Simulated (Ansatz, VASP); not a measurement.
# Two plane-wave programs on Sn32O31

```
CELL_PARAMETERS angstrom
-10.94765 0.00000 0.00000
0.00000 -10.95118 0.00000
0.00000 5.47559 10.22196
ATOMIC_POSITIONS crystal
Sn 0.99598 0.30691 0.86565
Sn 0.00391 0.80738 0.86137
Sn 0.74582 0.05531 0.86136
Sn 0.75431 0.55981 0.86563
Sn 0.50509 0.80741 0.86274
Sn 0.49560 0.30698 0.86516
Sn 0.25461 0.55847 0.86518
Sn 0.24502 0.05536 0.86242
Sn 0.00101 0.19454 0.13551
Sn 0.00212 0.69287 0.13684
Sn 0.74808 0.94238 0.13657
Sn 0.74924 0.44350 0.13732
Sn 0.50029 0.69281 0.13647
Sn 0.49969 0.19462 0.13746
Sn 0.25184 0.44325 0.13610
Sn 0.24909 0.94171 0.13736
Sn 0.99959 0.05589 0.36428
Sn 0.00231 0.55688 0.36382
Sn 0.74944 0.80662 0.36400
Sn 0.74971 0.30745 0.36463
Sn 0.50048 0.55755 0.36509
Sn 0.49884 0.05576 0.36433
Sn 0.24919 0.30817 0.36386
Sn 0.25122 0.80598 0.36489
Sn 0.00437 0.44466 0.63912
Sn 0.99603 0.94454 0.63484
Sn 0.74579 0.19569 0.63911
Sn 0.75390 0.69099 0.63464
Sn 0.49562 0.94333 0.63550
Sn 0.50518 0.44311 0.63803
Sn 0.25448 0.69208 0.63547
Sn 0.24515 0.19529 0.63816
O 0.87624 0.62501 0.25039
O 0.62579 0.87506 0.24839
O 0.62651 0.37594 0.25426
O 0.37617 0.62482 0.25086
O 0.37332 0.12489 0.25047
O 0.12507 0.37237 0.24628
O 0.12377 0.87800 0.25544
O 0.86908 0.12590 0.75025
O 0.88081 0.62599 0.75026
O 0.62532 0.87102 0.74326
O 0.62533 0.37989 0.75752
O 0.38302 0.62502 0.75008
O 0.36715 0.12533 0.75030
O 0.12486 0.37848 0.75717
O 0.12463 0.87263 0.74261
O 0.87511 0.37538 0.74927
O 0.87493 0.87598 0.75021
O 0.61863 0.12539 0.75028
O 0.63190 0.62526 0.75018
O 0.37508 0.87626 0.75221
O 0.37520 0.37420 0.74834
O 0.13145 0.62606 0.75093
O 0.11822 0.12580 0.75054
O 0.87463 0.87513 0.24950
O 0.87565 0.37454 0.25128
O 0.62552 0.62505 0.25069
O 0.62477 0.12545 0.25112
O 0.37571 0.37641 0.25156
O 0.37499 0.87355 0.25026
O 0.12148 0.12490 0.25005
O 0.12708 0.62471 0.24987
```

Alike in both runs: task single point; functional PBE; k mesh 1 × 1 × 1; occupations gaussian, width 0.05 eV; collinear spin.

|  | VASP | Ansatz |
| --- | --- | --- |
| version | VASP 6.6.1 | Ansatz 0.2.0 |
| potentials or method | VASP PAW PBE potentials, release 64 (Sn_d, O), cutoff 520 eV | scalar-relativistic, plane waves, PAW |
| valence electrons in the cell | 634 | 634 |

```csv
,VASP,Ansatz,Ansatz less VASP
gap on the k mesh at the Fermi level (eV),0.66,0.65,-0.007
rms of the force components (eV/Å),0.035,0.014,-0.0207
net moment per atom (μB),0.00,0.00,0.000
```

Atom by atom the forces differ by 0.032 eV/Å (rms over components). With one functional, cell and mesh, what is left measures potentials, basis and numerics. Ansatz's warnings: stability check not made.
